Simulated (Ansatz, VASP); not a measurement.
**TiO2 in VASP and in Ansatz**

```
Ti O
1.0
     4.55271    0.00000    0.00000
     0.00000    4.55271    0.00000
     0.00000    0.00000    3.08297
Ti O
2 4
Direct
  0.50000 0.50000 0.00000
  0.00000 0.00000 0.50000
  0.69432 0.69432 0.50000
  0.80568 0.19432 0.00000
  0.19432 0.80568 0.00000
  0.30568 0.30568 0.50000
```

Alike in both runs: task single point; functional r2SCAN; k mesh 6 × 6 × 8; occupations gaussian, width 0.02 eV; no spin polarisation; Hubbard terms Ti d U = 4.0 eV.

```csv
,VASP,Ansatz
version,VASP 6.6.1,Ansatz 0.2.0
potentials or method,"VASP PAW PBE potentials, release 64 (Ti_sv, O), cutoff 520 eV","scalar-relativistic, plane waves, PAW"
valence electrons in the cell,48,48
```

```csv
,VASP,Ansatz,Ansatz less VASP
gap on the k mesh at the Fermi level (eV),2.74,2.70,-0.040
least direct gap on the mesh (eV),2.74,2.71,-0.029
pressure (GPa),0.8,-3.6,-4.48
"traceless stress, the component that is largest in VASP (GPa)",-6.93,-7.27,-0.336
rms of the force components (eV/Å),0.040,0.000,-0.0403
```

VASP's potentials were made for PBE, not for r2SCAN. The programs project onto different local orbitals, so the same U acts differently, and such runs can settle in different states. Atom by atom the forces differ by 0.041 eV/Å (rms over components).
